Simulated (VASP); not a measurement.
# BeTe (F-43m) in VASP: dielectric tensor with PBE

Aim: the dielectric tensor of BeTe with PBE.

Program: VASP 6.6.1. These are calculated values, not measurements. Logs are shortened: lines on timing, memory, paths and dates and some standing lists are left out, and cuts for length are marked.

## Step 1: The cell of the first run

Symmetry: F-43m, No. 216, cubic system. Conventional cell: a = 5.540 Å, b = 5.540 Å, c = 5.540 Å, α = 90.00°, β = 90.00°, γ = 90.00°. Within 3.2 Å of Be (site symmetry -43m) lie 4 Te at 2.40 Å. Within 3.2 Å of Te (site symmetry -43m) lie 4 Be at 2.40 Å.

## Step 2: Dielectric tensor, PBE

The input, INCAR:

```
PREC = Accurate
ENCUT = 520
EDIFF = 1E-8
ISMEAR = 0
SIGMA = 0.01
LREAL = False
LASPH = True
NELM = 120
ALGO = Normal
ISIF = 2
LWAVE = False
LCHARG = False
GGA = PE
LEPSILON = True
GGA_COMPAT = False
```

The input, KPOINTS:

```
Automatic mesh
0
Gamma
  6 6 6
```

The input, POSCAR:

```
BeTe
1.0
    0.0000000000      2.7700000000      2.7700000000
    2.7700000000      0.0000000000      2.7700000000
    2.7700000000      2.7700000000      0.0000000000
Be Te
1 1
Direct
    0.0000000000      0.0000000000      0.0000000000
    0.7500000000      0.7500000000      0.7500000000
```

Potentials or basis: VASP PAW PBE potentials, release 64 (Be, Te).

Command:

```sh
cat potpaw_PBE.64/Be/POTCAR potpaw_PBE.64/Te/POTCAR > POTCAR
mpirun -np 1 vasp_std > vasp.out
```

OUTCAR:

```text
PREC = Accurate
   ENCUT = 520
   EDIFF = 1E-8
   ISMEAR = 0
   LREAL = False
   LASPH = True
   NELM = 120
   ISIF = 2
   GGA = PE
   LEPSILON = True

 ion  position               nearest neighbor table
   1  0.000  0.000  0.000-   2 2.40   2 2.40   2 2.40   2 2.40
   2  0.750  0.750  0.750-   1 2.40   1 2.40   1 2.40   1 2.40

  LATTYP: Found a face centered cubic cell.
 ALAT       =     5.5400000000

  Lattice vectors:

 A1 = (   0.0000000000,   2.7700000000,   2.7700000000)
 A2 = (   2.7700000000,   0.0000000000,   2.7700000000)
 A3 = (   2.7700000000,   2.7700000000,   0.0000000000)

Analysis of symmetry for initial positions (statically):
=====================================================================
 Subroutine PRICEL returns:
 Original cell was already a primitive cell.

 Routine SETGRP: Setting up the symmetry group for a
 face centered cubic supercell.

 Subroutine GETGRP returns: Found 24 space group operations
 (whereof 24 operations were pure point group operations)
 out of a pool of 48 trial point group operations.

The static configuration has the point symmetry T_d .

Analysis of symmetry for dynamics (positions and initial velocities):
=====================================================================
 Subroutine PRICEL returns:
 Original cell was already a primitive cell.

 Routine SETGRP: Setting up the symmetry group for a
 face centered cubic supercell.

 Subroutine GETGRP returns: Found 24 space group operations
 (whereof 24 operations were pure point group operations)
 out of a pool of 48 trial point group operations.

The dynamic configuration has the point symmetry T_d .

 Subroutine INISYM returns: Found 24 space group operations
 (whereof 24 operations are pure point group operations),
 and found     1 'primitive' translations

----------------------------------------------------------------------------------------

                                     Primitive cell

  volume of cell :      42.5079

  direct lattice vectors                    reciprocal lattice vectors
     0.000000000  2.770000000  2.770000000    -0.180505415  0.180505415  0.180505415
     2.770000000  0.000000000  2.770000000     0.180505415 -0.180505415  0.180505415
     2.770000000  2.770000000  0.000000000     0.180505415  0.180505415 -0.180505415

  length of vectors
     3.917371568  3.917371568  3.917371568     0.312644550  0.312644550  0.312644550

  position of ions in fractional coordinates (direct lattice)
     0.000000000  0.000000000  0.000000000
     0.750000000  0.750000000  0.750000000

  ion indices of the primitive-cell ions
   primitive index   ion index
                 1           1
                 2           2

----------------------------------------------------------------------------------------

 KPOINTS: Automatic mesh

Automatic generation of k-mesh.
 Grid dimensions read from file:
 generate k-points for:    6    6    6

 Generating k-lattice:

  Cartesian coordinates                     Fractional coordinates (reciprocal lattice)
    -0.030084236  0.030084236  0.030084236     0.166666667  0.000000000  0.000000000
     0.030084236 -0.030084236  0.030084236     0.000000000  0.166666667  0.000000000
     0.030084236  0.030084236 -0.030084236     0.000000000  0.000000000  0.166666667

  Length of vectors
     0.052107425  0.052107425  0.052107425

  Shift w.r.t. Gamma in fractional coordinates (k-lattice)
     0.000000000  0.000000000  0.000000000

 Subroutine IBZKPT returns following result:
 ===========================================

 Found     16 irreducible k-points:

 Following reciprocal coordinates:
            Coordinates               Weight
  0.000000  0.000000  0.000000      1.000000
  0.166667  0.000000  0.000000      8.000000
  0.333333  0.000000  0.000000      8.000000
  0.500000  0.000000  0.000000      4.000000
  0.166667  0.166667  0.000000      6.000000
  0.333333  0.166667  0.000000     24.000000
[... 8 lines left out ...]
 -0.333333  0.333333  0.166667     24.000000
 -0.333333  0.500000  0.166667     12.000000
   k-points           NKPTS =     16   k-points in BZ     NKDIM =     16   number of bands    NBANDS=      8
   number of dos      NEDOS =    301   number of ions     NIONS =      2
   total plane-waves  NPLWV =  27000
   dimension x,y,z NGX =    30 NGY =   30 NGZ =   30
   dimension x,y,z NGXF=    60 NGYF=   60 NGZF=   60
   ions per type =               1   1
   NGX,Y,Z   is equivalent  to a cutoff of  12.73, 12.73, 12.73 a.u.
   NGXF,Y,Z  is equivalent  to a cutoff of  25.46, 25.46, 25.46 a.u.
 SYSTEM =  unknown system
   PREC   = accura    normal or accurate (medium, high low for compatibility)
   ISTART =      0    job   : 0-new  1-cont  2-samecut
   ICHARG =      2    charge: 1-file 2-atom 10-const
   ISPIN  =      1    spin polarized calculation?
   LNONCOLLINEAR =      F non collinear calculations
   LSORBIT =      F    spin-orbit coupling
   LASPH  =      T    aspherical Exc in radial PAW
   ENCUT  =  520.0 eV  38.22 Ry    6.18 a.u.   7.28  7.28  7.28*2*pi/ulx,y,z
   NELM   =    120;   NELMIN=  2; NELMDL= -5     # of ELM steps
   EDIFF  = 0.1E-07   stopping-criterion for ELM
   LREAL  =      F    real-space projection
   EDIFFG = 0.1E-06   stopping-criterion for IOM
   NSW    =      0    number of steps for IOM
   IBRION =     -1    ionic relax: 0-MD 1-quasi-New 2-CG
   NFREE  =      0    steps in history (QN), initial steepest desc. (CG)
   ISIF   =      2    stress and relaxation
   ISYM   =      2    0-nonsym 1-usesym 2-fastsym
   POTIM  = 0.5000    time-step for ionic-motion
   TEBEG  =    0.0;   TEEND  =   0.0 temperature during run
   PSTRESS=    0.0 pullay stress
   NELECT =       8.0000    total number of electrons
   NUPDOWN=      -1.0000    fix difference up-down
   EMIN   =  10.00;   EMAX   =-10.00  energy-range for DOS
   EFERMI =   0.00;   METHOD = LEGACY
   ISMEAR =     0;   SIGMA  =   0.01  broadening in eV -4-tet -1-fermi 0-gaus
   EFERMI_NEDOS =   21; number of points for ismear=-14 and -15
   IALGO  =     38    algorithm
   IMIX   =      4    mixing-type and parameters
     AMIX     =   0.40;   BMIX     =  1.00
     AMIX_MAG =   1.60;   BMIX_MAG =  1.00
  volume/ion in A,a.u.               =      21.25       143.43
  Fermi-wavevector in a.u.,A,eV,Ry     =   0.938170  1.772885 11.975354  0.880164
  Thomas-Fermi vector in A             =   2.065355
   LORBIT       =      0    0 simple, 1 ext, 2 COOP (PROOUT), +10 PAW based schemes
   GGA     = PE    functional components
   LHFCALC =     F    Hartree Fock is set to
   AEXX    =    0.0000 exact exchange contribution
   IVDW    =     0    specifies the selected vdW correction
   LEPSILON=     T    determine dielectric tensor
   LRPA    =     F    only Hartree local field effects (RPA)
 non-spin polarized calculation
 Gauss-broadening in eV      SIGMA  =   0.01
  energy-cutoff  :      520.00
  volume of cell :       42.51
 maximum number of plane-waves:      1167
 NGX is ok and might be reduce to    30
   NGX = 15   NGY = 15   NGZ = 15

--------------------------------------- Ionic step        1  -------------------------------------------

 number of electron       8.0000000 magnetization

 E-fermi :   5.7096     XC(G=0):  -9.2554

 val. band max:        5.6670037873   @ k =   0.0000   0.0000   0.0000
 cond. band min:       7.5132676861   @ k =   0.5000   0.5000   0.0000
 fundamental gap:      1.8462638989
 Fermi energy:         5.7095798316

 k-point     1 :       0.0000    0.0000    0.0000
  band No.  band energies     occupation
      1      -6.9678      2.00000
      2       5.6670      2.00000
      3       5.6670      2.00000
      4       5.6670      2.00000
      5       9.2298      0.00000
      6       9.2298      0.00000
      7       9.2298      0.00000
      8       9.8580      0.00000
[... 155 lines left out ...]
 k-point    16 :      -0.3333    0.5000    0.1667
  band No.  band energies     occupation
      1      -4.9213      2.00000
      2       0.6382      2.00000
      3       2.0419      2.00000
      4       2.3475      2.00000
      5       9.3524      0.00000
      6       9.9217      0.00000
      7      13.1694      0.00000
      8      13.4553      0.00000

  FORCE on cell =-STRESS in cart. coord.  units (eV):
  Direction    XX          YY          ZZ          XY          YZ          ZX
  --------------------------------------------------------------------------------------
  -------------------------------------------------------------------------------------
  Total        1.1947174      1.1947174      1.1947174     -0.0000000      0.0000000     -0.0000000
  in kB       45.0304692     45.0304692     45.0304692     -0.0000000      0.0000000     -0.0000000
  external PRESSURE =      45.0304692 kB  Pullay stress =       0.0000000 kB

 VOLUME and BASIS-vectors are now :
 -----------------------------------------------------------------------------
  energy-cutoff  :      520.00
  volume of cell :       42.51
      direct lattice vectors                 reciprocal lattice vectors
     0.000000000  2.770000000  2.770000000    -0.180505415  0.180505415  0.180505415
     2.770000000  0.000000000  2.770000000     0.180505415 -0.180505415  0.180505415
     2.770000000  2.770000000  0.000000000     0.180505415  0.180505415 -0.180505415

 POSITION                                       TOTAL-FORCE (eV/Angst)
 -----------------------------------------------------------------------------------
      0.00000      0.00000      0.00000        -0.000000     -0.000000     -0.000000
      4.15500      4.15500      4.15500         0.000000      0.000000      0.000000
 -----------------------------------------------------------------------------------
    total drift:                               -0.000000     -0.000000     -0.000000

  FREE ENERGIE OF THE ION-ELECTRON SYSTEM (eV)
  ---------------------------------------------------
  free  energy   TOTEN  =        -7.5783936403 eV

  energy  without entropy=       -7.5783936403  energy(sigma->0) =       -7.57839364

 HEAD OF MICROSCOPIC STATIC DIELECTRIC TENSOR (INDEPENDENT PARTICLE, excluding Hartree and local field effects)
 ------------------------------------------------------
           8.573869    -0.000000     0.000000
           0.000000     8.573869     0.000000
          -0.000000     0.000000     8.573869
 ------------------------------------------------------

 Free energy of the ion-electron system (eV)
  ---------------------------------------------------
  ---------------------------------------------------
  free energy    TOTEN  =        -0.92311195 eV

  energy without entropy =       -0.92311195

------------------------ aborting loop because EDIFF is reached ----------------------------------------

--------------------------------------- Ionic step        2  -------------------------------------------

------------------------ aborting loop because EDIFF is reached ----------------------------------------

--------------------------------------- Ionic step        3  -------------------------------------------

 Free energy of the ion-electron system (eV)
  ---------------------------------------------------
  ---------------------------------------------------
  free energy    TOTEN  =        -0.92311293 eV

  energy without entropy =       -0.92311293

------------------------ aborting loop because EDIFF is reached ----------------------------------------

 PIEZOELECTRIC TENSOR FIELD DIRECTION 3  (e Angst)
 -----------------------------------------------------------------------------
    -0.00000  1.23595  0.00000           (  0.00000 -0.08315  0.00000)
     1.23595 -0.00000  0.00000           ( -0.08315  0.00000  0.00000)
     0.00000  0.00000 -0.00108           (  0.00000  0.00000  0.00000)

 PIEZOELECTRIC TENSOR FIELD DIRECTION 3  (C/m^2)
 -----------------------------------------------------------------------------
    -0.00000  0.46584  0.00000
     0.46584 -0.00000  0.00000
     0.00000  0.00000 -0.00041

 MACROSCOPIC STATIC DIELECTRIC TENSOR (including local field effects in DFT)
 ------------------------------------------------------
           8.126237     0.000000     0.000000
           0.000000     8.126237     0.000000
           0.000000     0.000000     8.126237
 ------------------------------------------------------

 PIEZOELECTRIC TENSOR (including local field effects)  for field in x, y, z        (e  Angst)
          XX          YY          ZZ          XY          YZ          ZX
  --------------------------------------------------------------------------------
  x     0.00000     0.00000     0.00000     0.00000     1.24271     0.00000
  y     0.00000     0.00000     0.00000     0.00000    -0.00000     1.24271
  z     0.00000     0.00000     0.00000     1.24271     0.00000     0.00000

 PIEZOELECTRIC TENSOR (including local field effects)  for field in x, y, z        (C/m^2)
          XX          YY          ZZ          XY          YZ          ZX
  --------------------------------------------------------------------------------
  x     0.00000     0.00000     0.00000     0.00000     0.46839     0.00000
  y     0.00000     0.00000     0.00000     0.00000    -0.00000     0.46839
  z     0.00000     0.00000     0.00000     0.46839     0.00000     0.00000

 BORN EFFECTIVE CHARGES (including local field effects) (in |e|, cummulative output)
 ---------------------------------------------------------------------------------
 ion    1
    1     1.28130     0.00000     0.00000
    2     0.00000     1.28130    -0.00000
    3     0.00000     0.00000     1.28130
 ion    2
    1    -1.28130     0.00000     0.00000
    2     0.00000    -1.28130     0.00000
    3     0.00000     0.00000    -1.28130
```

It took 82 s on 1 thread of AMD EPYC 7R13 (Zen 3), shared host; peak memory 0.18 GiB.

Results:

```
Band gap on the k mesh                  : 1.85 eV (least direct gap 3.56 eV)
Electronic dielectric tensor (diagonal) : 8.13
Born charges (mean of the diagonal)     : Be +1.28; Te -1.28 e
```

Electronic dielectric tensor:
```
8.13 0.00 0.00
0.00 8.13 0.00
0.00 0.00 8.13
```

Born effective charge tensors (e):
atom 1, Be
```
1.28 0.00 0.00
0.00 1.28 0.00
0.00 0.00 1.28
```
atom 2, Te
```
-1.28  0.00  0.00
 0.00 -1.28  0.00
 0.00  0.00 -1.28
```

Caveat: spin-orbit coupling is left out, which moves the levels of the heavy elements. As with any semilocal functional, this PBE gap is likely too small.
